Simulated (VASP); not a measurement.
# C in VASP: a series of runs, part 2 of 2

VASP 6.6.1. The steps go on from the part before.

### Step 3. Single point, PBE (30.89 Å³/atom)

This run uses another cell than the first one.

INCAR

```
ALGO = Normal
EDIFF = 1E-6
ENCUT = 520
GGA = PE
ISIF = 2
ISMEAR = -1
LASPH = True
LCHARG = False
LREAL = False
LWAVE = False
NBANDS = 16
NELM = 60
PREC = Accurate
SIGMA = 0.05
```

KPOINTS

```
k-points
0
Gamma
  12 12 2
```

POSCAR

```
C
1.0
    2.4397422609      0.0000000000      0.0000000000
   -1.2198711305      2.1128787767      0.0000000000
    0.0000000000      0.0000000000     23.9719824012
C
4
Direct
    0.6666666667      0.3333333333      0.5704754400
    0.3333333333      0.6666666667      0.4295245600
    0.0000000000      0.0000000000      0.4295312300
    0.0000000000      0.0000000000      0.5704687700
```

Potentials or basis: VASP PAW PBE potentials, release 64 (C).

Started as:

```bash
cat potpaw_PBE.64/C/POTCAR > POTCAR
mpirun -np 1 vasp_std > vasp.out
```

OUTCAR:

```text
EDIFF = 1E-6
   ENCUT = 520
   GGA = PE
   ISIF = 2
   ISMEAR = -1
   LASPH = True
   LREAL = False
   NELM = 60
   PREC = Accurate

 ion  position               nearest neighbor table
   1  0.667  0.333  0.570-   4 1.41   4 1.41   4 1.41
   2  0.333  0.667  0.430-   3 1.41   3 1.41   3 1.41
   3  0.000  0.000  0.430-   2 1.41   2 1.41   2 1.41
   4  0.000  0.000  0.570-   1 1.41   1 1.41   1 1.41

  LATTYP: Found a hexagonal cell.
 ALAT       =     2.4397422609
[... 652 lines left out ...]
  FORCE on cell =-STRESS in cart. coord.  units (eV):
  Direction    XX          YY          ZZ          XY          YZ          ZX
  --------------------------------------------------------------------------------------
  -------------------------------------------------------------------------------------
  Total        3.1885857      3.1885857      0.3046408     -0.0000000      0.0000000     -0.0000000
  in kB       41.3414965     41.3414965      3.9498101     -0.0000000      0.0000000     -0.0000000
  external PRESSURE =      28.8776010 kB  Pullay stress =       0.0000000 kB

 VOLUME and BASIS-vectors are now :
 -----------------------------------------------------------------------------
  energy-cutoff  :      520.00
  volume of cell :      123.57
      direct lattice vectors                 reciprocal lattice vectors
     2.439742261  0.000000000  0.000000000     0.409879361  0.236643960  0.000000000
    -1.219871131  2.112878777  0.000000000     0.000000000  0.473287919  0.000000000
     0.000000000  0.000000000 23.971982401     0.000000000  0.000000000  0.041715365

 POSITION                                       TOTAL-FORCE (eV/Angst)
 -----------------------------------------------------------------------------------
      1.21987      0.70429     13.67543        -0.000000     -0.000000      0.057800
     -0.00000      1.40859     10.29656         0.000000      0.000000     -0.057800
      0.00000      0.00000     10.29672         0.000000     -0.000000     -0.038872
      0.00000      0.00000     13.67527        -0.000000      0.000000      0.038872
 -----------------------------------------------------------------------------------
    total drift:                               -0.000000      0.000000      0.000000

  FREE ENERGIE OF THE ION-ELECTRON SYSTEM (eV)
  ---------------------------------------------------
  free  energy   TOTEN  =       -36.8354553395 eV

  energy  without entropy=      -36.8334949303  energy(sigma->0) =      -36.83447513
```

stdout:

```text
POSCAR found type information on POSCAR C
 POSCAR found :  1 types and       4 ions
 scaLAPACK will be used
 LDA part: xc-table for (Slater+PW92), standard interpolation
 POSCAR, INCAR and KPOINTS ok, starting setup
 FFT: planning ... GRIDC
 FFT: planning ... GRID_SOFT
 FFT: planning ... GRID
 WAVECAR not read
 entering main loop
```

Wall time 2.3 min (1 thread of Intel Xeon Platinum 8375C at 2.90GHz (Ice Lake), shared host); peak memory 0.24 GiB.

Results:

```yaml
Free_energy: -36.8355 eV
Largest_force: 0.058 eV/Å
Band_gap_on_the_k_mesh: zero (filled and empty bands touch)
```

Forces in eV/Å, atoms in the order of the input:
```
C    0.000  0.000  0.058
C    0.000  0.000 -0.058
C    0.000  0.000 -0.039
C    0.000  0.000  0.039
```

### Step 4. Single point, PBE (32.15 Å³/atom)

This run uses another cell than the first one.

INCAR

```
SYSTEM = C
PREC = Accurate
ENCUT = 520
EDIFF = 1E-7
ISMEAR = -1
SIGMA = 0.05
LREAL = .False.
LASPH = .True.
NELM = 80
ALGO = Normal
ISIF = 2
LWAVE = .False.
LCHARG = .False.
GGA = PE
NBANDS = 16
```

KPOINTS

```
Automatic mesh
0
Gamma
  12 12 2
  0 0 0
```

POSCAR

```
C
1.0
    2.4724943874      0.0000000000      0.0000000000
   -1.2362471937      2.1412429502      0.0000000000
    0.0000000000      0.0000000000     24.2937923774
C
4
Direct
    0.6666666667      0.3333333333      0.5704754400
    0.3333333333      0.6666666667      0.4295245600
    0.0000000000      0.0000000000      0.4295312300
    0.0000000000      0.0000000000      0.5704687700
```

Started as:

```bash
cat potpaw_PBE.64/C/POTCAR > POTCAR
mpirun -np 1 vasp_std > vasp.out
```

Run time: 2.7 min. Hardware: 1 thread of Intel Xeon Platinum 8375C at 2.90GHz (Ice Lake), shared host; peak memory 0.24 GiB.

It converged, with:

```yaml
Free_energy: -36.8753 eV
Largest_force: 0.051 eV/Å
Band_gap_on_the_k_mesh: zero (filled and empty bands touch)
```

Forces on the atoms (eV/Å):
```
C    0.000  0.000  0.051
C    0.000  0.000 -0.051
C    0.000  0.000 -0.033
C    0.000  0.000  0.033
```

Levels at points of the mesh, in eV from the Fermi level:
| k point | band 4 | band 5 | band 6 | band 7 | band 8 | band 9 | band 10 | band 11 | band 12 | band 13 |
| --- | --- | --- | --- | --- | --- | --- | --- | --- | --- | --- |
| (0.00, 0.00, 0.00) | -7.10 | -3.04 | -3.04 | -3.03 | -3.03 | 3.45 | 3.82 | 4.44 | 5.10 | 5.50 |
| (0.50, 0.00, 0.00) | -13.15 | -6.40 | -6.37 | -2.51 | -2.19 | 1.54 | 1.86 | 7.22 | 7.39 | 11.15 |
| (0.00, 0.00, 0.50) | -7.10 | -3.04 | -3.04 | -3.03 | -3.03 | 3.45 | 3.80 | 4.52 | 4.90 | 5.90 |
| (0.50, 0.00, 0.50) | -13.15 | -6.40 | -6.37 | -2.51 | -2.19 | 1.54 | 1.86 | 7.22 | 7.39 | 11.15 |

### Step 5. Single point, PBE (32.78 Å³/atom)

This run uses another cell than the first one.

INCAR

```
PREC = Accurate
ENCUT = 520
EDIFF = 1E-7
ISMEAR = -1
SIGMA = 0.05
LREAL = False
LASPH = True
NELM = 60
ALGO = Normal
ISIF = 2
LWAVE = False
LCHARG = True
GGA = PE
LELF = True
LVHAR = True
NBANDS = 16
```

KPOINTS

```
Automatic mesh
0
Gamma
  12 12 2
```

POSCAR

```
C
1.0
    2.4885499956      0.0000000000      0.0000000000
   -1.2442749978      2.1551475148      0.0000000000
    0.0000000000      0.0000000000     24.4515486963
C
4
Direct
    0.6666666667      0.3333333333      0.5704754400
    0.3333333333      0.6666666667      0.4295245600
    0.0000000000      0.0000000000      0.4295312300
    0.0000000000      0.0000000000      0.5704687700
```

Potentials or basis: VASP PAW PBE potentials, release 64 (C).

Started as:

```bash
cat potpaw_PBE.64/C/POTCAR > POTCAR
mpirun -np 1 vasp_std > vasp.out
```

OUTCAR:

```text
PREC = Accurate
   ENCUT = 520
   EDIFF = 1E-7
   ISMEAR = -1
   LREAL = False
   LASPH = True
   NELM = 60
   ISIF = 2
   GGA = PE

 ion  position               nearest neighbor table
   1  0.667  0.333  0.570-   4 1.44   4 1.44   4 1.44
   2  0.333  0.667  0.430-   3 1.44   3 1.44   3 1.44
   3  0.000  0.000  0.430-   2 1.44   2 1.44   2 1.44
   4  0.000  0.000  0.570-   1 1.44   1 1.44   1 1.44

  LATTYP: Found a hexagonal cell.
 ALAT       =     2.4885499956
[... 637 lines left out ...]
      6      -7.6144      2.00000
[... 8 lines left out ...]
     15       6.2321      0.00000
     16       6.5733      0.00000

 [... further k-points ...]
[... 5 lines left out ...]
  --------------------------------------------------------------------------------------
  -------------------------------------------------------------------------------------
  Total       -2.2450954     -2.2450954      0.2510243      0.0000000      0.0000000     -0.0000000
  in kB      -27.4293580    -27.4293580      3.0668788      0.0000000      0.0000000     -0.0000000
  external PRESSURE =     -17.2639457 kB  Pullay stress =       0.0000000 kB

 VOLUME and BASIS-vectors are now :
 -----------------------------------------------------------------------------
  energy-cutoff  :      520.00
  volume of cell :      131.14
      direct lattice vectors                 reciprocal lattice vectors
     2.488549996  0.000000000  0.000000000     0.401840430  0.232002680  0.000000000
    -1.244274998  2.155147515  0.000000000     0.000000000  0.464005361  0.000000000
     0.000000000  0.000000000 24.451548696     0.000000000  0.000000000  0.040897205

 POSITION                                       TOTAL-FORCE (eV/Angst)
 -----------------------------------------------------------------------------------
      1.24427      0.71838     13.94901        -0.000000     -0.000000      0.047781
     -0.00000      1.43677     10.50254         0.000000      0.000000     -0.047781
      0.00000      0.00000     10.50270        -0.000000     -0.000000     -0.030926
      0.00000      0.00000     13.94884         0.000000      0.000000      0.030926
 -----------------------------------------------------------------------------------
    total drift:                               -0.000000      0.000000      0.000000

  FREE ENERGIE OF THE ION-ELECTRON SYSTEM (eV)
  ---------------------------------------------------
  free  energy   TOTEN  =       -36.8595502270 eV

  energy  without entropy=      -36.8575683371  energy(sigma->0) =      -36.85855928
```

Run time: 3 min. Hardware: 1 thread of Intel Xeon Platinum 8375C at 2.90GHz (Ice Lake), shared host; peak memory 0.26 GiB.

Results:

* Free energy: -36.8596 eV
* Largest force: 0.048 eV/Å
* Band gap on the k mesh: zero (filled and empty bands touch)

Forces on the atoms (eV/Å):
```
C    0.000  0.000  0.048
C    0.000  0.000 -0.048
C    0.000  0.000 -0.031
C    0.000  0.000  0.031
```

### Step 6. Summary

| level | cell | k mesh | smearing | grid for exact exchange (PRECFOCK) | share of exact exchange | gap on the mesh (eV) | largest force (eV/Å) |
| --- | --- | --- | --- | --- | --- | --- | --- |
| PBE0 | a = 2.456, b = 2.456, c = 24.134 Å, angles 90.0, 90.0, 120.0°, 4 atoms | 6 × 6 × 1 | gaussian 0.05 eV | Normal | 0.25 | - | 0.05 |
| PBE | a = 2.440, b = 2.440, c = 23.972 Å, angles 90.0, 90.0, 120.0°, 4 atoms | 12 × 12 × 2 | fermi-dirac 0.05 eV | - | - | none | 0.06 |
| PBE | a = 2.472, b = 2.472, c = 24.294 Å, angles 90.0, 90.0, 120.0°, 4 atoms | 12 × 12 × 2 | fermi-dirac 0.05 eV | - | - | none | 0.05 |
| PBE | a = 2.489, b = 2.489, c = 24.452 Å, angles 90.0, 90.0, 120.0°, 4 atoms | 12 × 12 × 2 | fermi-dirac 0.05 eV | - | - | none | 0.05 |

Alike in all rows: task single point; potentials or basis VASP PAW PBE potentials, release 64 (C); no spin polarisation; cutoff (eV) 520.

Caveats: some runs use coarse meshes; the PAW data sets were made with another functional, which shifts forces and pressure a little (at least some runs).

Total energies depend on the potentials used, so only differences within one code and one set of settings carry meaning.
